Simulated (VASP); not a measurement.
Wanted: the native input for a VASP 6.6.1 run.

| Quantity | Value |
| --- | --- |
| Task | single point |
| Functional | PBEsol |
| Potentials or basis | VASP PAW PBE potentials, release 64 (In_d, Se) |
| Cutoff | 520 eV |
| k mesh | 7 × 7 × 6 |
| Occupations | fermi-dirac, width 0.05 eV |
| Spin | no spin polarisation |
| Dipole correction | no |
| Further INCAR settings | ALGO = Normal; EDIFF = 1e-06; NBANDS = 27 |

The structure of InSe lies in POSCAR:

```
InSe
1.0
    5.7074535273     -2.0127055746      0.0000000000
    5.7074535273      2.0127055746      0.0000000000
   -1.6880551226      0.0000000000      4.6739460813
In Se
2 2
Direct
    0.8882032500      0.8882032500      0.0468413600
    0.1117967500      0.1117967500      0.9531586400
    0.6609275900      0.6609275900      0.6689556200
    0.3390724100      0.3390724100      0.3310443800
```

These files were run (other wordings do the same):

INCAR

```
SYSTEM = InSe
ALGO     = Normal         ! electronic algorithm
EDIFF    = 1E-6           ! SCF threshold, eV
ENCUT    = 520            ! plane-wave cutoff, eV
GGA      = PS             ! functional
ISIF     = 2              ! what is computed and relaxed
ISMEAR   = -1             ! smearing method
LASPH    = .True.         ! aspherical terms in the spheres
LCHARG   = .False.        ! write CHGCAR
LREAL    = .False.        ! projectors in reciprocal space
LWAVE    = .False.        ! write WAVECAR
NBANDS   = 27             ! bands
NELM     = 80             ! most SCF steps
PREC     = Accurate       ! precision mode
SIGMA    = 0.05           ! smearing width, eV
```

KPOINTS

```
k-points
0
Gamma
  7 7 6
  0 0 0
```

Potentials or basis: VASP PAW PBE potentials, release 64 (In_d, Se).

Run with:

```console
$ cat potpaw_PBE.64/In_d/POTCAR potpaw_PBE.64/Se/POTCAR > POTCAR
$ mpirun -np 1 vasp_std > vasp.out
```

It gave:

| Item | Value |
| --- | --- |
| Pressure | 2.4 GPa |
| Largest force | 0.604 eV/Å |
| Band gap on the k mesh | 1.17 eV, indirect (least direct gap 1.35 eV) |

Caveat: the PAW data sets were made with another functional, which shifts forces and pressure a little; spin-orbit coupling is left out, which moves the levels of the heavy elements.

Wall time 6.2 min on 1 thread of Intel Xeon 6975P-C (shared host), peak memory 0.43 GiB.
